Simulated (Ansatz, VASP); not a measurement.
## CoSi: VASP beside Ansatz

The input INCAR:

```
ALGO = Normal
EDIFF = 1E-6
ENCUT = 520
GGA = PS
ISIF = 2
ISMEAR = 0
LASPH = T
LCHARG = F
LREAL = F
LWAVE = F
NBANDS = 36
NELM = 80
PREC = Accurate
SIGMA = 0.15
```

The input KPOINTS:

```
k-points
0
Gamma
  10 10 10
```

Contents of POSCAR:

```
CoSi
1.0
    4.3858255225      0.0000000000      0.0000000000
    0.0000000000      4.3858255225      0.0000000000
    0.0000000000      0.0000000000      4.3858255225
Co Si
4 4
Direct
    0.1456446743      0.1456446743      0.1627452178
    0.3543553257      0.8543553257      0.6627452178
    0.6456446743      0.3543553257      0.8714558692
    0.8543553257      0.6456446743      0.3714558692
    0.8433288496      0.8433288496      0.8433288496
    0.6566711504      0.1566711504      0.3433288496
    0.3433288496      0.6566711504      0.1566711504
    0.1566711504      0.3433288496      0.6566711504
```

Input for Ansatz:

```yaml
crystal:
  lattice:
    - [4.3858255225, 0.0, 0.0]
    - [0.0, 4.3858255225, 0.0]
    - [0.0, 0.0, 4.3858255225]
  atoms:
    - { symbol: Co, position: [0.1456446743, 0.1456446743, 0.1627452178] }
    - { symbol: Co, position: [0.3543553257, 0.8543553257, 0.6627452178] }
    - { symbol: Co, position: [0.6456446743, 0.3543553257, 0.8714558692] }
    - { symbol: Co, position: [0.8543553257, 0.6456446743, 0.3714558692] }
    - { symbol: Si, position: [0.8433288496, 0.8433288496, 0.8433288496] }
    - { symbol: Si, position: [0.6566711504, 0.1566711504, 0.3433288496] }
    - { symbol: Si, position: [0.3433288496, 0.6566711504, 0.1566711504] }
    - { symbol: Si, position: [0.1566711504, 0.3433288496, 0.6566711504] }
basis:
  ecutwfc: 420
kpoints:
  mp_grid: { grid: [10, 10, 10] }
hamiltonian:
  xc: pbesol
scf:
  occupations: { method: gaussian, width: 0.15 }
output:
  forces: true
  stress: true
  eigenvalues: true
```

Change from the starting cell: all Co atoms moved +0.075 Å, as atom 1 along Cartesian [0 0 1].

Alike in both runs: task single point; functional PBEsol; k mesh 10 × 10 × 10; occupations gaussian, width 0.15 eV; no spin polarisation.

```csv
,VASP,Ansatz
version,VASP 6.6.1,Ansatz 0.2.0
potentials or method,"VASP PAW PBE potentials, release 64 (Co, Si), cutoff 520 eV","scalar-relativistic, plane waves, PAW"
valence electrons in the cell,52,84
```

|  | VASP | Ansatz | Ansatz less VASP |
| --- | --- | --- | --- |
| gap on the k mesh at the Fermi level (eV) | none | none | - |
| pressure (GPa) | 0.8 | 0.6 | -0.21 |
| traceless stress, the component that is largest in VASP (GPa) | -1.01 | -0.98 | +0.029 |
| rms of the force components (eV/Å) | 0.395 | 0.389 | -0.0066 |

VASP's potentials were made for PBE, not for PBEsol. Atom by atom the forces differ by 0.008 eV/Å (rms over components). A gap of «none» marks a metal or a gap that the smearing closes. VASP's potentials hold 52 valence electrons a cell and Ansatz's 84, so a difference there can come from the potentials and not from the codes.
